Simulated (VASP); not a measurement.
Nb: single point with PBEsol

The system is Nb.

```
CELL_PARAMETERS angstrom
0.00000 2.11500 2.08327
2.11500 0.00000 2.08327
2.11500 2.11500 0.00000
ATOMIC_POSITIONS crystal
Nb 0.00000 0.00000 0.00000
```

This cell differs from its parent crystal: strain -0.0150 x Voigt [0, 0, 1, 0, 0, 0].

| Item | Value |
| --- | --- |
| Program | VASP 6.6.1 |
| Task | single point |
| Functional | PBEsol |
| Potentials or basis | VASP PAW PBE potentials, release 64 (Nb_sv) |
| Cutoff | 520 eV |
| k mesh | 20 × 20 × 20 |
| Occupations | gaussian, width 0.15 eV |
| Spin | no spin polarisation |
| Dipole correction | no |
| Further INCAR settings | ALGO = Fast; EDIFF = 1e-06; NBANDS = 12 |

| Quantity | Value |
| --- | --- |
| Pressure | -5.1 GPa |

Stress tensor (GPa, compression positive):
```
-3.64  0.00  0.00
 0.00 -3.64  0.00
 0.00  0.00 -7.94
```

Levels at points of the mesh, in eV from the Fermi level:
| k point | band 4 | band 5 | band 6 | band 7 | band 8 | band 9 |
| --- | --- | --- | --- | --- | --- | --- |
| (0.00, 0.00, 0.00) | -30.08 | -6.27 | 0.04 | 0.04 | 0.22 | 2.60 |
| (0.50, 0.00, 0.00) | -30.23 | -3.88 | -0.19 | 0.00 | 1.39 | 4.66 |
| (0.50, 0.50, 0.00) | -30.54 | -4.11 | -3.38 | 3.79 | 4.68 | 5.30 |
| (0.50, 0.00, 0.50) | -30.49 | -4.11 | -3.34 | 3.52 | 4.69 | 5.21 |

Wall time 110 s on 1 thread of Intel(R) Xeon(R) Platinum 8488C (Sapphire Rapids), on a shared host, peak memory 0.25 GiB.

Caveat: the cell differs from its parent crystal (strain -0.0150 x Voigt [0, 0, 1, 0, 0, 0]); the PAW data sets were made with another functional, which shifts forces and pressure a little.
